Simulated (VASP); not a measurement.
# Na (P6/mmm) in VASP: a series of runs

The runs below take Na through relaxation of cell and atoms, single point, with PBE.

All numbers are computed with VASP 6.6.1; they aren't measurements. Logs are shortened: lines on timing, memory, paths and dates and some standing lists are left out, and cuts for length are marked.

### 1 The cell of the first run

The structure is hexagonal, space group P6/mmm (No. 191). Conventional cell: a = 5.012 Å, b = 5.012 Å, c = 3.648 Å, α = 90.00°, β = 90.00°, γ = 120.00°. Within 3.8 Å of Na (site symmetry -6m2) lie 5 Na at 2.89 to 3.65 Å.

### 2 Relaxation of cell and atoms, PBE

INCAR reads:

```
SYSTEM = Na
PREC = Accurate
ENCUT = 600
EDIFF = 1E-7
ISMEAR = 0
SIGMA = 0.1
LREAL = .False.
LASPH = .True.
NELM = 60
ALGO = Normal
ISIF = 3
LWAVE = .False.
LCHARG = .False.
GGA = PE
IBRION = 2
NSW = 90
EDIFFG = -0.04
```

KPOINTS reads:

```
regular mesh
0
Gamma
  6 6 6
  0 0 0
```

POSCAR reads:

```
Na
1.0
    5.0118659100      0.0000000000      0.0000000000
   -2.5059329600      4.3404032000      0.0000000000
    0.0000000000      0.0000000000      3.6481809000
Na
2
Direct
    0.3333333300      0.6666666700      0.5000000000
    0.6666666700      0.3333333300      0.5000000000
```

Potentials or basis: VASP PAW PBE potentials, release 64 (Na_pv).

Command:

```console
cat potpaw_PBE.64/Na_pv/POTCAR > POTCAR
mpirun -np 1 vasp_std > vasp.out
```

OUTCAR:

```text
SYSTEM = Na
   PREC = Accurate
   ENCUT = 600
   EDIFF = 1E-7
   ISMEAR = 0
   LREAL = .False.
   LASPH = .True.
   NELM = 60
   ISIF = 3
   GGA = PE
   IBRION = 2
   NSW = 90
   EDIFFG = -0.04

 ion  position               nearest neighbor table
   1  0.333  0.667  0.500-
   2  0.667  0.333  0.500-

  LATTYP: Found a hexagonal cell.
 ALAT       =     5.0118659100
 C/A-ratio  =     0.7279087201

  Lattice vectors:

 A1 = (   5.0118659100,   0.0000000000,   0.0000000000)
 A2 = (  -2.5059329600,   4.3404032000,   0.0000000000)
 A3 = (   0.0000000000,   0.0000000000,   3.6481809000)

Analysis of symmetry for initial positions (statically):
=====================================================================
 Subroutine PRICEL returns:
 Original cell was already a primitive cell.

 Routine SETGRP: Setting up the symmetry group for a
 hexagonal supercell.

 Subroutine GETGRP returns: Found 24 space group operations
 (whereof 24 operations were pure point group operations)
 out of a pool of 24 trial point group operations.

The static configuration has the point symmetry D_6h.

Analysis of symmetry for dynamics (positions and initial velocities):
=====================================================================
 Subroutine PRICEL returns:
 Original cell was already a primitive cell.

 Routine SETGRP: Setting up the symmetry group for a
 hexagonal supercell.

 Subroutine GETGRP returns: Found 24 space group operations
 (whereof 24 operations were pure point group operations)
 out of a pool of 24 trial point group operations.

The dynamic configuration has the point symmetry D_6h.

 Subroutine INISYM returns: Found 24 space group operations
 (whereof 24 operations are pure point group operations),
 and found     1 'primitive' translations

----------------------------------------------------------------------------------------

                                     Primitive cell

  volume of cell :      79.3608

  direct lattice vectors                    reciprocal lattice vectors
     5.011865910  0.000000000  0.000000000     0.199526487  0.115196671  0.000000000
    -2.505932960  4.340403200  0.000000000     0.000000000  0.230393342  0.000000000
     0.000000000  0.000000000  3.648180900     0.000000000  0.000000000  0.274109214

  length of vectors
     5.011865910  5.011865914  3.648180900     0.230393342  0.230393342  0.274109214

  position of ions in fractional coordinates (direct lattice)
     0.333333330  0.666666670  0.500000000
     0.666666670  0.333333330  0.500000000

  ion indices of the primitive-cell ions
   primitive index   ion index
                 1           1
                 2           2

----------------------------------------------------------------------------------------

 KPOINTS: regular mesh

Automatic generation of k-mesh.
 Grid dimensions read from file:
 generate k-points for:    6    6    6

 Generating k-lattice:

  Cartesian coordinates                     Fractional coordinates (reciprocal lattice)
     0.033254415  0.019199445  0.000000000     0.166666667  0.000000000  0.000000000
     0.000000000  0.038398890  0.000000000     0.000000000  0.166666667  0.000000000
     0.000000000  0.000000000  0.045684869     0.000000000  0.000000000  0.166666667

  Length of vectors
     0.038398890  0.038398890  0.045684869

  Shift w.r.t. Gamma in fractional coordinates (k-lattice)
     0.000000000  0.000000000  0.000000000

 Subroutine IBZKPT returns following result:
 ===========================================

 Found     28 irreducible k-points:

 Following reciprocal coordinates:
            Coordinates               Weight
  0.000000  0.000000  0.000000      1.000000
  0.166667  0.000000  0.000000      6.000000
  0.333333  0.000000  0.000000      6.000000
  0.500000  0.000000  0.000000      3.000000
  0.166667  0.166667  0.000000      6.000000
  0.333333  0.166667  0.000000     12.000000
[... 16 lines left out ...]
  0.166667  0.000000  0.500000      6.000000
  0.333333  0.000000  0.500000      6.000000
 [... further k-points ...]
   k-points           NKPTS =     28   k-points in BZ     NKDIM =     28   number of bands    NBANDS=     11
   number of dos      NEDOS =    301   number of ions     NIONS =      2
   total plane-waves  NPLWV =  48000
   dimension x,y,z NGX =    40 NGY =   40 NGZ =   30
   dimension x,y,z NGXF=    80 NGYF=   80 NGZF=   60
   ions per type =               2
   NGX,Y,Z   is equivalent  to a cutoff of  13.27, 13.27, 13.67 a.u.
   NGXF,Y,Z  is equivalent  to a cutoff of  26.54, 26.54, 27.34 a.u.
 SYSTEM =  Na
   PREC   = accura    normal or accurate (medium, high low for compatibility)
   ISTART =      0    job   : 0-new  1-cont  2-samecut
   ICHARG =      2    charge: 1-file 2-atom 10-const
   ISPIN  =      1    spin polarized calculation?
   LNONCOLLINEAR =      F non collinear calculations
   LSORBIT =      F    spin-orbit coupling
   LASPH  =      T    aspherical Exc in radial PAW
   ENCUT  =  600.0 eV  44.10 Ry    6.64 a.u.  10.01 10.01  7.29*2*pi/ulx,y,z
   NELM   =     60;   NELMIN=  2; NELMDL= -5     # of ELM steps
   EDIFF  = 0.1E-06   stopping-criterion for ELM
   LREAL  =      F    real-space projection
   EDIFFG = -.4E-01   stopping-criterion for IOM
   NSW    =     90    number of steps for IOM
   IBRION =      2    ionic relax: 0-MD 1-quasi-New 2-CG
   NFREE  =      1    steps in history (QN), initial steepest desc. (CG)
   ISIF   =      3    stress and relaxation
   ISYM   =      2    0-nonsym 1-usesym 2-fastsym
   POTIM  = 0.5000    time-step for ionic-motion
   TEBEG  =    0.0;   TEEND  =   0.0 temperature during run
   PSTRESS=    0.0 pullay stress
   NELECT =      14.0000    total number of electrons
   NUPDOWN=      -1.0000    fix difference up-down
   EMIN   =  10.00;   EMAX   =-10.00  energy-range for DOS
   EFERMI =   0.00;   METHOD = LEGACY
   ISMEAR =     0;   SIGMA  =   0.10  broadening in eV -4-tet -1-fermi 0-gaus
   EFERMI_NEDOS =   21; number of points for ismear=-14 and -15
   IALGO  =     38    algorithm
   IMIX   =      4    mixing-type and parameters
     AMIX     =   0.40;   BMIX     =  1.00
     AMIX_MAG =   1.60;   BMIX_MAG =  1.00
  volume/ion in A,a.u.               =      39.68       267.78
  Fermi-wavevector in a.u.,A,eV,Ry     =   0.918154  1.735060 11.469804  0.843007
  Thomas-Fermi vector in A             =   2.043204
   LORBIT       =      0    0 simple, 1 ext, 2 COOP (PROOUT), +10 PAW based schemes
   GGA     = PE    functional components
   LHFCALC =     F    Hartree Fock is set to
   AEXX    =    0.0000 exact exchange contribution
   IVDW    =     0    specifies the selected vdW correction
   LEPSILON=     F    determine dielectric tensor
   LRPA    =     F    only Hartree local field effects (RPA)
 conjugate gradient relaxation of ions
 non-spin polarized calculation
 Gauss-broadening in eV      SIGMA  =   0.10
  energy-cutoff  :      600.00
  volume of cell :       79.36
 maximum number of plane-waves:      2664
   NGX = 21   NGY = 21   NGZ = 15

--------------------------------------- Ionic step        1  -------------------------------------------

 number of electron      14.0000010 magnetization

 Free energy of the ion-electron system (eV)
  ---------------------------------------------------
  ext. energy  EPLUGINS =         0.00000000
  ---------------------------------------------------
  free energy    TOTEN  =        -1.89158859 eV

  energy without entropy =       -1.88494078  energy(sigma->0) =       -1.88826468

 E-fermi :   0.1370     XC(G=0):  -6.2648

 val. band max:        0.1055727885   @ k =   0.5000   0.0000   0.3333
 cond. band min:       0.2332574829   @ k =   0.3333   0.1667   0.1667
 fundamental gap:      0.1276846944
 Fermi energy:         0.1370465577

 k-point     1 :       0.0000    0.0000    0.0000
  band No.  band energies     occupation
      1     -25.3151      2.00000
      2     -25.3151      2.00000
      3     -25.1923      2.00000
      4     -25.1850      2.00000
      5     -25.1850      2.00000
      6     -25.1591      2.00000
      7      -2.9871      2.00000
      8       4.0929      0.00000
      9       4.0929      0.00000
     10       4.7316      0.00000
     11       4.7316      0.00000

 k-point     2 :       0.1667    0.0000    0.0000
  band No.  band energies     occupation
      1     -25.3182      2.00000
      2     -25.3090      2.00000
      3     -25.1915      2.00000
      4     -25.1903      2.00000
      5     -25.1818      2.00000
      6     -25.1611      2.00000
      7      -2.7603      2.00000
      8       2.4373      0.00000
      9       3.3779      0.00000
     10       4.1463      0.00000
     11       5.8501      0.00000
[... 402 lines left out ...]
 POSITION                                       TOTAL-FORCE (eV/Angst)
 -----------------------------------------------------------------------------------
     -0.00000      3.28300      1.72462        -0.000000      0.000000      0.000000
      2.84316      1.64150      1.72462         0.000000     -0.000000     -0.000000
 -----------------------------------------------------------------------------------
    total drift:                                0.000000     -0.000000     -0.000000

  FREE ENERGIE OF THE ION-ELECTRON SYSTEM (eV)
  ---------------------------------------------------
  free  energy   TOTEN  =        -2.1322513262 eV

  energy  without entropy=       -2.1233677939  energy(sigma->0) =       -2.12780956

--------------------------------------- Ionic step        4  -------------------------------------------

 number of electron      14.0000026 magnetization

 Free energy of the ion-electron system (eV)
  ---------------------------------------------------
  ext. energy  EPLUGINS =         0.00000000
  ---------------------------------------------------
  free energy    TOTEN  =        -2.13890261 eV

  energy without entropy =       -2.12922413  energy(sigma->0) =       -2.13406337

 E-fermi :  -0.5682     XC(G=0):  -5.6608

 val. band max:       -0.6306957462   @ k =   0.3333   0.1667   0.3333
 cond. band min:      -0.5097595867   @ k =   0.5000   0.0000   0.3333
 fundamental gap:      0.1209361596
 Fermi energy:        -0.5681796381

 k-point     1 :       0.0000    0.0000    0.0000
  band No.  band energies     occupation
      1     -25.7130      2.00000
      2     -25.7129      2.00000
      3     -25.6770      2.00000
      4     -25.6770      2.00000
      5     -25.6620      2.00000
      6     -25.6550      2.00000
      7      -3.1602      2.00000
      8       2.0337      0.00000
      9       2.0337      0.00000
     10       2.8516      0.00000
     11       2.9999      0.00000

 k-point     2 :       0.1667    0.0000    0.0000
  band No.  band energies     occupation
      1     -25.7137      2.00000
      2     -25.7112      2.00000
      3     -25.6788      2.00000
      4     -25.6762      2.00000
      5     -25.6616      2.00000
      6     -25.6554      2.00000
      7      -2.9979      2.00000
      8       0.8387      0.00000
      9       1.6269      0.00000
     10       2.4402      0.00000
     11       3.7156      0.00000
[... 330 lines left out ...]
 POSITION                                       TOTAL-FORCE (eV/Angst)
 -----------------------------------------------------------------------------------
     -0.00000      3.35546      1.70611         0.000000     -0.000000     -0.000000
      2.90591      1.67773      1.70611        -0.000000      0.000000      0.000000
 -----------------------------------------------------------------------------------
    total drift:                                0.000000     -0.000000     -0.000000

  FREE ENERGIE OF THE ION-ELECTRON SYSTEM (eV)
  ---------------------------------------------------
  free  energy   TOTEN  =        -2.1389026109 eV

  energy  without entropy=       -2.1292241251  energy(sigma->0) =       -2.13406337

 reached required accuracy - stopping structural energy minimisation
```

Run time: 51 s. Hardware: 1 thread of Intel Xeon Platinum 8259CL at 2.50GHz (Skylake/Cascade Lake), shared host; peak memory 0.21 GiB.

What came out:

```yaml
Free_energy: -2.1389 eV
Relaxed_volume: 49.91 Å³/atom
Relaxed_cell: a = 5.812 Å, b = 5.812 Å, c = 3.412 Å, α = 90.00°, β = 90.00°, γ = 120.00°
Space_group_after_relaxing_to_0.05_Å: P6/mmm (No. 191)
Energy_gained_by_relaxing: 123.7 meV/atom
Ionic_steps: 4
Pressure_after_relaxing: 0.1 GPa
Band_gap_on_the_k_mesh: zero (band 7 reaches 1.47 eV, above the bottom of band 8 at -1.45 eV)
```

Step by step:
| step | energy change (eV) | largest force (eV/Å) | pressure (GPa) | volume (Å³) |
| --- | --- | --- | --- | --- |
| 1 | 0.0000 | 0.0000 | 1.50 | 79.36 |
| 2 | -0.0932 | 0.0000 | 1.02 | 83.63 |
| 3 | -0.2407 | 0.0000 | 0.18 | 96.59 |
| 4 | -0.2473 | 0.0000 | 0.05 | 99.81 |

Final structure:
```cif
data_structure
_symmetry_space_group_name_H-M 'P 1'
_symmetry_Int_Tables_number 1
_cell_length_a 5.8118
_cell_length_b 5.8118
_cell_length_c 3.4122
_cell_angle_alpha 90.000
_cell_angle_beta 90.000
_cell_angle_gamma 120.000
_cell_volume 99.81
loop_
_atom_site_label
_atom_site_type_symbol
_atom_site_fract_x
_atom_site_fract_y
_atom_site_fract_z
_atom_site_occupancy
Na1 Na 0.33333 0.66667 0.50000 1
Na2 Na 0.66667 0.33333 0.50000 1
```

Caveat: the volume moved by over 15 % at a fixed basis, so the end points are rough.

### 3 Single point, PBE

This run uses another cell than the first one, of 50.96 Å³/atom, 1.284 times its volume.

INCAR reads:

```
SYSTEM = Na
PREC = Accurate ; ENCUT = 520
EDIFF = 1E-6 ; ISMEAR = 0
SIGMA = 0.1 ; LREAL = .False.
LASPH = .True. ; NELM = 100
ALGO = Fast ; ISIF = 2
LWAVE = .False. ; LCHARG = .False.
GGA = PE ; NBANDS = 14
```

KPOINTS reads:

```
regular mesh
0
Gamma
  12 12 16
  0 0 0
```

POSCAR reads:

```
Na
1.0
    5.8651306595      0.0000000000      0.0000000000
   -2.9325653297      5.0793521476      0.0000000000
    0.0000000000      0.0000000000      3.4212578476
Na
2
Direct
    0.3333333333      0.6666666667      0.5000000000
    0.6666666667      0.3333333333      0.5000000000
```

Potentials or basis: VASP PAW PBE potentials, release 64 (Na_pv).

Command:

```console
cat potpaw_PBE.64/Na_pv/POTCAR > POTCAR
mpirun -np 1 vasp_std > vasp.out
```

Wall time 2.6 min (1 thread of Intel Xeon Platinum 8259CL at 2.50GHz (Skylake/Cascade Lake), shared host); peak memory 0.35 GiB.

Results (log left out):

```yaml
Free_energy: -2.1362 eV
Pressure: 0.0 GPa
Band_gap_on_the_k_mesh: zero (band 7 reaches 1.41 eV, above the bottom of band 8 at -1.50 eV)
```

Levels at points of the mesh, in eV from the Fermi level:
```csv
k point,band 4,band 5,band 6,band 7,band 8,band 9,band 10,band 11
"(0.00, 0.00, 0.00)",-25.22,-25.21,-25.20,-2.66,2.44,2.44,3.20,3.41
"(0.50, 0.00, 0.00)",-25.22,-25.21,-25.20,-1.49,-0.90,1.50,2.19,6.93
"(0.00, 0.00, 0.50)",-25.25,-25.22,-25.22,0.43,0.70,5.29,5.35,5.35
"(0.50, 0.00, 0.50)",-25.24,-25.23,-25.22,1.47,1.98,2.09,2.35,4.46
```

### 4 Single point, PBE

This run uses another cell than the first one, of 50.96 Å³/atom, 1.284 times its volume.

INCAR reads:

```
PREC = Accurate
ENCUT = 520
EDIFF = 1E-6
ISMEAR = 0
SIGMA = 0.1
LREAL = False
LASPH = True
NELM = 80
ALGO = Fast
ISIF = 2
LWAVE = False
LCHARG = False
GGA = PE
NBANDS = 14
```

KPOINTS reads:

```
Automatic mesh
0
Gamma
  12 12 16
```

POSCAR is that of step 3.

Command:

```console
cat potpaw_PBE.64/Na_pv/POTCAR > POTCAR
mpirun -np 1 vasp_std > vasp.out
```

Run time: 2.6 min. Hardware: 1 thread of Intel Xeon Platinum 8259CL at 2.50GHz (Skylake/Cascade Lake), shared host; peak memory 0.35 GiB.

The run converged. Its results:

* Free energy: -2.1362 eV
* Pressure: 0.0 GPa
* Band gap on the k mesh: zero (band 7 reaches 1.41 eV, above the bottom of band 8 at -1.50 eV)

Levels at points of the mesh, in eV from the Fermi level:
```tsv
k point	band 3	band 4	band 5	band 6	band 7	band 8	band 9	band 10	band 11	band 12
(0.00, 0.00, 0.00)	-25.22	-25.22	-25.21	-25.20	-2.66	2.44	2.44	3.20	3.41	3.41
(0.50, 0.00, 0.00)	-25.23	-25.22	-25.21	-25.20	-1.49	-0.90	1.50	2.19	6.93	7.24
(0.00, 0.00, 0.50)	-25.25	-25.25	-25.22	-25.22	0.43	0.70	5.29	5.35	5.35	5.41
(0.50, 0.00, 0.50)	-25.25	-25.24	-25.23	-25.22	1.47	1.98	2.09	2.35	4.46	4.51
```

### 5 Relaxation of cell and atoms, PBE

This run uses another cell than the first one, of 48.04 Å³/atom, 1.211 times its volume.

INCAR reads:

```
SYSTEM = Na
ALGO = Fast ; EDIFF = 1E-6
EDIFFG = -0.01 ; ENCUT = 600
GGA = PE ; IBRION = 2
ISIF = 3 ; ISMEAR = 0
LASPH = .TRUE. ; LCHARG = .FALSE.
LREAL = .FALSE. ; LWAVE = .FALSE.
NELM = 60 ; NSW = 100
PREC = Accurate ; SIGMA = 0.1
```

KPOINTS reads:

```
k-points
0
G
  12 12 16
  0 0 0
```

POSCAR reads:

```
Na
1.0
    5.7321492842      0.0000000000      0.0000000000
   -2.8660746421      4.9641868984      0.0000000000
    0.0000000000      0.0000000000      3.3767719343
Na
2
Direct
    0.3333333333      0.6666666667      0.5000000000
    0.6666666667      0.3333333333      0.5000000000
```

Command:

```console
cat potpaw_PBE.64/Na_pv/POTCAR > POTCAR
mpirun -np 1 vasp_std > vasp.out
```

Wall time 13 min (1 thread of Intel Xeon Platinum 8259CL at 2.50GHz (Skylake/Cascade Lake), shared host); peak memory 0.37 GiB.

It converged, with:

| Property | Result |
| --- | --- |
| Free energy | -2.1362 eV |
| Relaxed volume | 51.16 Å³/atom |
| Relaxed cell | a = 5.884 Å, b = 5.884 Å, c = 3.413 Å, α = 90.00°, β = 90.00°, γ = 120.00° |
| Space group after relaxing (to 0.05 Å) | P6/mmm (No. 191) |
| Energy gained by relaxing | 2.5 meV/atom |
| Ionic steps | 10 |
| Pressure after relaxing | 0.0 GPa |
| Band gap on the k mesh | zero (band 7 reaches 1.40 eV, above the bottom of band 8 at -1.52 eV) |

The path:
| step | energy change (eV) | largest force (eV/Å) | pressure (GPa) | volume (Å³) |
| --- | --- | --- | --- | --- |
| 1 | 0.0000 | 0.0000 | 0.23 | 96.09 |
| 2 | -0.0014 | 0.0000 | 0.24 | 97.07 |
| 3 | -0.0042 | 0.0000 | 0.12 | 100.05 |
| 4 | -0.0029 | 0.0000 | -0.13 | 106.19 |
| 5 | -0.0046 | 0.0000 | -0.08 | 103.06 |
| 6 | -0.0047 | 0.0000 | 0.01 | 101.96 |
| 7 | -0.0047 | 0.0000 | -0.01 | 102.13 |
| 8 | -0.0049 | 0.0000 | -0.01 | 102.21 |
| 9 | -0.0050 | 0.0000 | 0.00 | 102.25 |
| 10 | -0.0050 | 0.0000 | 0.00 | 102.32 |

Final structure:
```yaml
crystal:
  lattice:
    - [5.88406, 0.00000, 0.00000]
    - [-2.94203, 5.09575, 0.00000]
    - [0.00000, 0.00000, 3.41265]
  atoms:
    - { symbol: Na, position: [0.33333, 0.66667, 0.50000] }
    - { symbol: Na, position: [0.66667, 0.33333, 0.50000] }
```

Levels at points of the mesh, in eV from the Fermi level:
```csv
k point,band 3,band 4,band 5,band 6,band 7,band 8,band 9,band 10,band 11
"(0.00, 0.00, 0.00)",-25.22,-25.22,-25.21,-25.20,-2.66,2.41,2.41,3.16,3.39
"(0.50, 0.00, 0.00)",-25.23,-25.22,-25.21,-25.20,-1.50,-0.90,1.49,2.18,6.89
"(0.00, 0.00, 0.50)",-25.25,-25.25,-25.22,-25.22,0.45,0.73,5.27,5.35,5.35
"(0.50, 0.00, 0.50)",-25.25,-25.24,-25.23,-25.22,1.48,1.99,2.10,2.37,4.47
```

### 6 Summary

| task | cell | k mesh | cutoff (eV) | gap on the mesh (eV) | pressure (GPa) | relaxed volume (Å³/atom) |
| --- | --- | --- | --- | --- | --- | --- |
| relaxation of cell and atoms | relaxed from a = 5.012, b = 5.012, c = 3.648 Å, angles 90.0, 90.0, 120.0°, 2 atoms | 6 × 6 × 6 | 600 | none | 0.1 | 49.91 |
| single point | a = 5.865, b = 5.865, c = 3.421 Å, angles 90.0, 90.0, 120.0°, 2 atoms | 12 × 12 × 16 | 520 | none | 0.0 | - |
| relaxation of cell and atoms | relaxed from a = 5.732, b = 5.732, c = 3.377 Å, angles 90.0, 90.0, 120.0°, 2 atoms | 12 × 12 × 16 | 600 | none | 0.0 | 51.16 |

Alike in all rows: level PBE; potentials or basis VASP PAW PBE potentials, release 64 (Na_pv); no spin polarisation; smearing gaussian 0.1 eV.

Caveats: the volume moved by over 15 % at a fixed basis, so the end points are rough (some runs).

Absolute energies hang on the potentials; compare differences alone.
